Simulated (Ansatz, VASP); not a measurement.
One calculation of AlAu2, two programs

```xyz
3
Lattice="-1.6688 1.6688 4.2133 1.6688 -1.6688 4.2133 1.6688 1.6688 -4.2133" Properties=species:S:1:pos:R:3 pbc="T T T"
Al    0.0000    0.0000    0.0000
Au    0.0000    0.0000    5.5366
Au    0.0000    0.0000    2.8900
```

Alike in both runs: task single point; functional LDA; k mesh 16 × 16 × 16; occupations gaussian, width 0.15 eV; no spin polarisation.

|  | VASP | Ansatz |
| --- | --- | --- |
| version | VASP 6.6.1 | Ansatz 0.2.0 |
| potentials or method | VASP PAW LDA potentials, release 64 (Al, Au), cutoff 520 eV | scalar-relativistic, plane waves, PAW |
| valence electrons in the cell | 25 | 41 |

```tsv
	VASP	Ansatz	Ansatz less VASP
gap on the k mesh at the Fermi level (eV)	none	none	-
pressure (GPa)	2.6	2.2	-0.40
traceless stress, the component that is largest in VASP (GPa)	3.40	3.26	-0.143
rms of the force components (eV/Å)	0.209	0.202	-0.0066
```

LDA's correlation is that of Perdew and Zunger in VASP and of Perdew and Wang (1992) in Ansatz. Atom by atom the forces differ by 0.007 eV/Å (rms over components). A gap of «none» marks a metal or a gap that the smearing closes. VASP's potentials hold 25 valence electrons a cell and Ansatz's 41, so a difference there can come from the potentials and not from the codes.

Neither program's run includes spin-orbit coupling.
